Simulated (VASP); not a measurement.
Set up this calculation in VASP 6.6.1, as the native input.

```yaml
Task: single point
Functional: BLYP
Potentials_or_basis: VASP PAW PBE potentials, release 64 (Cs_sv)
Cutoff: 520 eV
k_mesh: 8 × 8 × 8
Occupations: fermi-dirac, width 0.1 eV
Spin: no spin polarisation
Dipole_correction: no
Further_INCAR_settings: ALGO = Normal; EDIFF = 1e-06; NBANDS = 10
```

The structure of Cs lies in POSCAR:

```
Cs
1.0
   -3.1437376743      3.1437376743      3.1437376743
    3.1437376743     -3.1437376743      3.1437376743
    3.1437376743      3.1437376743     -3.1437376743
Cs
1
Direct
    0.0000000000      0.0000000000      0.0000000000
```

One way to write it, as run:

INCAR

```
PREC = Accurate ; ENCUT = 520
EDIFF = 1E-6 ; ISMEAR = -1
SIGMA = 0.1 ; LREAL = False
LASPH = True ; NELM = 100
ALGO = Normal ; ISIF = 2
LWAVE = False ; LCHARG = True
GGA = B5 ; ALDAX = 1.0
AGGAX = 1.0 ; AGGAC = 1.0
ALDAC = 0.0 ; LELF = True
LVHAR = True ; NBANDS = 10
```

KPOINTS

```
Automatic mesh
0
Gamma
  8 8 8
```

Potentials or basis: VASP PAW PBE potentials, release 64 (Cs_sv).

Command:

```console
$ cat potpaw_PBE.64/Cs_sv/POTCAR > POTCAR
$ mpirun -np 1 vasp_std > vasp.out
```

It gave:

```
Pressure               : 0.0 GPa
Band gap on the k mesh : zero (an odd number of electrons rules out a gap without spin polarisation)
```

Caveat: the PAW data sets were made with another functional, which shifts forces and pressure a little; spin-orbit coupling is left out, which moves the levels of the heavy elements.

Wall time 39 s on 1 thread of Intel(R) Xeon(R) Platinum 8259CL CPU @ 2.50GHz (Skylake/Cascade Lake) (shared host), peak memory 0.24 GiB.
